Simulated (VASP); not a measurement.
# Hf8PO15 (a cell with a defect) in VASP: electric field gradients with PBE

Aim: the electric field gradients of Hf8PO15 (a cell with a defect) with PBE.

All numbers are computed with VASP 6.6.1; they aren't measurements. Logs are shortened: lines on timing, memory, paths and dates and some standing lists are left out, and cuts for length are marked.

**1. The cell of the first run**

The cell holds a defect, 24 atoms: a = 7.234 Å, b = 7.234 Å, c = 7.234 Å, α = 60.00°, β = 60.00°, γ = 60.00°.

**2. Electric field gradients, PBE, collinear spin, ferromagnetic start**

Contents of INCAR:

```
SYSTEM = Hf8PO15
  ALGO = Normal
  EDIFF = 1E-8
  ENCUT = 520
  GGA = PE
  ISIF = 2
  ISMEAR = -1
  ISPIN = 2
  LASPH = .True.
  LCHARG = .False.
  LEFG = .True.
  LMAXMIX = 4
  LORBIT = 11
  LREAL = Auto
  LWAVE = .False.
  MAGMOM = 0 0 0 0 0 0 0 0 1 0 0 0 0 0 0 0 0 0 0 0 0 0 0 0
  NBANDS = 110
  NELM = 150
  PREC = Accurate
  SIGMA = 0.01
```

Contents of KPOINTS:

```
k-points
0
Gamma
  3 3 3
  0 0 0
```

Contents of POSCAR:

```
Hf8PO15
1.0
    0.0000000000      5.1150000000      5.1150000000
    5.1150000000      0.0000000000      5.1150000000
    5.1150000000      5.1150000000      0.0000000000
Hf P O
8 1 15
Direct
    0.0000000000      0.0000000000      0.0000000000
    0.0000000000      0.0000000000      0.5000000000
    0.0000000000      0.5000000000      0.0000000000
    0.0000000000      0.5000000000      0.5000000000
    0.5000000000      0.0000000000      0.0000000000
    0.5000000000      0.0000000000      0.5000000000
    0.5000000000      0.5000000000      0.0000000000
    0.5000000000      0.5000000000      0.5000000000
    0.1250000000      0.1250000000      0.1250000000
    0.1250000000      0.1250000000      0.6250000000
    0.1250000000      0.6250000000      0.1250000000
    0.1250000000      0.6250000000      0.6250000000
    0.6250000000      0.1250000000      0.1250000000
    0.6250000000      0.1250000000      0.6250000000
    0.6250000000      0.6250000000      0.1250000000
    0.6250000000      0.6250000000      0.6250000000
    0.3750000000      0.3750000000      0.3750000000
    0.3750000000      0.3750000000      0.8750000000
    0.3750000000      0.8750000000      0.3750000000
    0.3750000000      0.8750000000      0.8750000000
    0.8750000000      0.3750000000      0.3750000000
    0.8750000000      0.3750000000      0.8750000000
    0.8750000000      0.8750000000      0.3750000000
    0.8750000000      0.8750000000      0.8750000000
```

Potentials or basis: VASP PAW PBE potentials, release 64 (Hf_pv, P, O).

The run is started by

```console
cat potpaw_PBE.64/Hf_pv/POTCAR potpaw_PBE.64/P/POTCAR potpaw_PBE.64/O/POTCAR > POTCAR
mpirun -np 1 vasp_std > vasp.out
```

OUTCAR:

```text
SYSTEM = Hf8PO15
   EDIFF = 1E-8
   ENCUT = 520
   GGA = PE
   ISIF = 2
   ISMEAR = -1
   ISPIN = 2
   LASPH = .True.
   LORBIT = 11
   LREAL = Auto
   NELM = 150
   PREC = Accurate

 ion  position               nearest neighbor table
   1  0.000  0.000  0.000-   9 2.21  10 2.21  11 2.21  13 2.21  20 2.21  22 2.21  23 2.21  24 2.21
                             5 3.62   2 3.62   3 3.62   2 3.62   4 3.62   6 3.62   3 3.62   4 3.62
   2  0.000  0.000  0.500-   9 2.21  10 2.21  12 2.21  14 2.21  19 2.21  21 2.21  23 2.21  24 2.21
                             6 3.62   1 3.62   4 3.62   1 3.62   3 3.62   5 3.62   3 3.62   4 3.62
   3  0.000  0.500  0.000-   9 2.21  11 2.21  12 2.21  15 2.21  18 2.21  21 2.21  22 2.21  24 2.21
                             7 3.62   1 3.62   4 3.62   2 3.62   4 3.62   8 3.62   1 3.62   2 3.62
   4  0.000  0.500  0.500-  10 2.21  11 2.21  12 2.21  16 2.21  17 2.21  21 2.21  22 2.21  23 2.21
                             8 3.62   2 3.62   3 3.62   1 3.62   3 3.62   7 3.62   1 3.62   2 3.62
   5  0.500  0.000  0.000-   9 2.21  13 2.21  14 2.21  15 2.21  18 2.21  19 2.21  20 2.21  24 2.21
                             7 3.62   1 3.62   6 3.62   2 3.62   6 3.62   8 3.62   3 3.62   7 3.62
   6  0.500  0.000  0.500-  10 2.21  13 2.21  14 2.21  16 2.21  17 2.21  19 2.21  20 2.21  23 2.21
                             8 3.62   2 3.62   5 3.62   1 3.62   5 3.62   7 3.62   4 3.62   7 3.62
   7  0.500  0.500  0.000-  11 2.21  13 2.21  15 2.21  16 2.21  17 2.21  18 2.21  20 2.21  22 2.21
                             8 3.62   3 3.62   5 3.62   4 3.62   6 3.62   8 3.62   1 3.62   5 3.62
   8  0.500  0.500  0.500-  12 2.21  14 2.21  15 2.21  16 2.21  17 2.21  18 2.21  19 2.21  21 2.21
                             7 3.62   4 3.62   6 3.62   3 3.62   5 3.62   7 3.62   2 3.62   5 3.62
   9  0.125  0.125  0.125-   1 2.21   2 2.21   3 2.21   5 2.21
  10  0.125  0.125  0.625-   1 2.21   2 2.21   4 2.21   6 2.21
  11  0.125  0.625  0.125-   1 2.21   3 2.21   4 2.21   7 2.21
  12  0.125  0.625  0.625-   2 2.21   3 2.21   4 2.21   8 2.21
  13  0.625  0.125  0.125-   1 2.21   5 2.21   6 2.21   7 2.21
  14  0.625  0.125  0.625-   2 2.21   5 2.21   6 2.21   8 2.21
[... 8 lines left out ...]
  23  0.875  0.875  0.375-   1 2.21   2 2.21   4 2.21   6 2.21
  24  0.875  0.875  0.875-   1 2.21   2 2.21   3 2.21   5 2.21

  LATTYP: Found a face centered cubic cell.
 ALAT       =    10.2300000000

  Lattice vectors:

 A1 = (   0.0000000000,   5.1150000000,   5.1150000000)
 A2 = (   5.1150000000,   0.0000000000,   5.1150000000)
 A3 = (   5.1150000000,   5.1150000000,   0.0000000000)

Analysis of symmetry for initial positions (statically):
=====================================================================
 Subroutine PRICEL returns:
 Original cell was already a primitive cell.

 Routine SETGRP: Setting up the symmetry group for a
 face centered cubic supercell.

 Subroutine GETGRP returns: Found 24 space group operations
[... 1061 lines left out ...]
      0.00000      2.55750      2.55750        -3.391563      3.391563      3.391563
      2.55750      5.11500      2.55750         0.237122     -0.237122      0.237122
[... 16 lines left out ...]
      6.39375      6.39375      8.95125        -0.000000      0.000000     -0.981283
      8.95125      8.95125      8.95125        -0.000000      0.000000      0.000000
 -----------------------------------------------------------------------------------
    total drift:                               -0.000000     -0.000000     -0.000000

  FREE ENERGIE OF THE ION-ELECTRON SYSTEM (eV)
  ---------------------------------------------------
  free  energy   TOTEN  =      -229.8852197150 eV

  energy  without entropy=     -229.8819806805  energy(sigma->0) =     -229.88360020

 Electric field gradients (V/A^2)
---------------------------------------------------------------------
 ion       V_xx      V_yy      V_zz      V_xy      V_xz      V_yz
---------------------------------------------------------------------
   1      -0.000    -0.000     0.000   -42.364   -42.364   -42.364
   2       0.000     0.000    -0.000   -42.364    42.363    42.363
   3       0.000    -0.000     0.000    42.363   -42.364    42.363
   4       0.000    -0.000    -0.000    -1.823    -1.823     1.822
   5      -0.000     0.000     0.000    42.363    42.363   -42.364
   6      -0.000     0.000    -0.000    -1.823     1.822    -1.823
[... 16 lines left out ...]
  23      -9.047    -9.047    18.095    -2.830     0.002     0.002
  24       0.000     0.000     0.000     0.002     0.002     0.002
---------------------------------------------------------------------

 Electric field gradients after diagonalization (V/A^2)
 (convention: |V_zz| > |V_xx| > |V_yy|)
----------------------------------------------------------------------
 ion       V_xx      V_yy      V_zz     asymmetry (V_yy - V_xx)/ V_zz
----------------------------------------------------------------------
   1      42.364    42.364   -84.727       0.000
   2      42.364    42.362   -84.726       0.000
   3      42.364    42.362   -84.726       0.000
   4      -1.823    -1.822     3.645       0.000
   5      42.364    42.362   -84.726       0.000
   6      -1.823    -1.822     3.645       0.000
[... 16 lines left out ...]
  23     -11.878    -6.217    18.095       0.313
  24      -0.002    -0.002     0.004       0.000
----------------------------------------------------------------------

           NMR quadrupolar parameters

 Cq : quadrupolar parameter    Cq=e*Q*V_zz/h
 eta: asymmetry parameters     (V_yy - V_xx)/ V_zz
 Q  : nuclear electric quadrupole moment in mb (millibarn)
----------------------------------------------------------------------
 ion       Cq(MHz)       eta       Q (mb)
----------------------------------------------------------------------
   1      -0.205       0.000       1.000
   2      -0.205       0.000       1.000
   3      -0.205       0.000       1.000
   4       0.009       0.000       1.000
   5      -0.205       0.000       1.000
   6       0.009       0.000       1.000
[... 16 lines left out ...]
  23       0.044       0.313       1.000
  24       0.000       0.000       1.000
----------------------------------------------------------------------

 total charge

# of ion       s       p       d       tot
------------------------------------------
    1        0.318   6.620   1.541   8.478
    2        0.318   6.620   1.541   8.478
    3        0.318   6.620   1.541   8.478
    4        0.287   6.542   1.328   8.156
    5        0.318   6.620   1.541   8.478
    6        0.287   6.542   1.328   8.156
[... 16 lines left out ...]
   23        1.565   3.522   0.000   5.088
   24        1.573   3.500   0.000   5.073
--------------------------------------------------
tot         26.997 107.458  11.475 145.929

 magnetization (x)

# of ion       s       p       d       tot
------------------------------------------
    1       -0.000  -0.001  -0.001  -0.001
    2       -0.000  -0.001  -0.001  -0.001
    3       -0.000  -0.001  -0.001  -0.001
    4        0.000  -0.000   0.000   0.000
    5       -0.000  -0.001  -0.001  -0.001
    6        0.000  -0.000   0.000   0.000
[... 16 lines left out ...]
   23       -0.000  -0.002   0.000  -0.002
   24       -0.000  -0.005   0.000  -0.005
--------------------------------------------------
tot         -0.001  -0.035  -0.002  -0.039
```

OSZICAR:

```text
N       E                     dE             d eps       ncg     rms          rms(c)
DAV:   1     0.116888046668E+04    0.11689E+04   -0.98348E+04  1760   0.160E+03
DAV:   2    -0.180378189313E+03   -0.13493E+04   -0.12847E+04  2096   0.418E+02
DAV:   3    -0.270615181011E+03   -0.90237E+02   -0.89330E+02  2064   0.947E+01
DAV:   4    -0.272216849872E+03   -0.16017E+01   -0.15955E+01  2056   0.134E+01
[... 15 lines left out ...]
DAV:  20    -0.229885219669E+03   -0.10277E-06   -0.78050E-08  1856   0.799E-04    0.151E-03
DAV:  21    -0.229885219700E+03   -0.30766E-07   -0.26436E-08  1608   0.457E-04    0.119E-03
DAV:  22    -0.229885219722E+03   -0.22157E-07   -0.40175E-08  1768   0.538E-04    0.794E-04
DAV:  23    -0.229885219715E+03    0.70104E-08   -0.20572E-08  1448   0.398E-04
   1 F= -.22988522E+03 E0= -.22988360E+03  d E =-.323903E-02  mag=    -0.0454
```

stdout:

```text
POSCAR found type information on POSCAR HfP O
 POSCAR found :  3 types and      24 ions
 scaLAPACK will be used
 LDA part: xc-table for (Slater+PW92), standard interpolation
 POSCAR, INCAR and KPOINTS ok, starting setup
 FFT: planning ... GRIDC
 FFT: planning ... GRID_SOFT
 FFT: planning ... GRID
 WAVECAR not read
 entering main loop
ion   1

ion   2

ion   3

ion   4

ion   5

ion   6

ion   7

ion   8

ion   9

ion  10

ion  11

ion  12

ion  13

ion  14

ion  15

ion  16

ion  17

ion  18

ion  19

ion  20

ion  21

ion  22

ion  23

ion  24
```

Wall time 9.2 min (1 thread of AMD EPYC 9R14 (Zen 4), shared host); peak memory 0.57 GiB.

Results:

- Free energy: -229.8852 eV
- Pressure: 9.5 GPa
- Largest force: 5.874 eV/Å
- Net moment: -0.05 μB per cell
- Valence electrons inside the program's atomic spheres: Hf 8.48, 8.16; P 3.05; O 5.09, 5.07

Forces on the atoms (eV/Å):
```
Hf  -3.392 -3.392 -3.392
Hf   3.392  3.392 -3.392
Hf   3.392 -3.392  3.392
Hf  -0.237  0.237  0.237
Hf  -3.392  3.392  3.392
Hf   0.237 -0.237  0.237
Hf   0.237  0.237 -0.237
Hf  -0.237 -0.237 -0.237
P    0.000  0.000  0.000
O    0.000  0.000  0.186
O    0.000  0.186  0.000
O   -0.186  0.000  0.000
O    0.186  0.000  0.000
O    0.000 -0.186  0.000
O    0.000  0.000 -0.186
O    0.000  0.000  0.000
O    0.000  0.000  0.000
O    0.000  0.000  0.981
O    0.000  0.981  0.000
O   -0.981  0.000  0.000
O    0.981  0.000  0.000
O    0.000 -0.981  0.000
O    0.000  0.000 -0.981
O    0.000  0.000  0.000
```

Levels at points of the mesh, in eV from the Fermi level:
Spin up:
```csv
k point,band 84,band 85,band 86,band 87,band 88,band 89,band 90,band 91
"(0.00, 0.00, 0.00)",-1.12,-1.12,0.12,0.12,0.12,2.80,2.80,2.80
```
Spin down:
```
           k point  band 84  band 85  band 86  band 87  band 88  band 89  band 90  band 91
(0.00, 0.00, 0.00)    -1.12    -1.12     0.11     0.11     0.11     2.79     2.79     2.79
```

Electric field gradients, principal values (V/Å²):
| atom | least | middle | greatest (by size) |
| --- | --- | --- | --- |
| 1 Hf | 42.364 | 42.364 | -84.727 |
| 2 Hf | 42.362 | 42.364 | -84.726 |
| 3 Hf | 42.362 | 42.364 | -84.726 |
| 4 Hf | -1.822 | -1.823 | 3.645 |
| 5 Hf | 42.362 | 42.364 | -84.726 |
| 6 Hf | -1.822 | -1.823 | 3.645 |
| 7 Hf | -1.822 | -1.823 | 3.645 |
| 8 Hf | -1.822 | -1.822 | 3.644 |
| 9 P | -0.001 | -0.001 | 0.002 |
| 10 O | 0.949 | 1.952 | -2.901 |
| 11 O | 0.949 | 1.952 | -2.901 |
| 12 O | 0.948 | 1.956 | -2.905 |
| 13 O | 0.949 | 1.952 | -2.901 |
| 14 O | 0.948 | 1.956 | -2.905 |
| 15 O | 0.948 | 1.956 | -2.905 |
| 16 O | -0.002 | -0.002 | 0.004 |
| 17 O | -0.002 | -0.002 | 0.004 |
| 18 O | -6.213 | -11.882 | 18.095 |
| 19 O | -6.213 | -11.882 | 18.095 |
| 20 O | -6.217 | -11.878 | 18.095 |
| 21 O | -6.213 | -11.882 | 18.095 |
| 22 O | -6.217 | -11.878 | 18.095 |
| 23 O | -6.217 | -11.878 | 18.095 |
| 24 O | -0.002 | -0.002 | 0.004 |

Caveat: without QUAD_EFG the Cq values of the log hold for a quadrupole moment of 1 mb, not for the nuclei; spin-orbit coupling is left out, which moves the levels of the heavy elements.
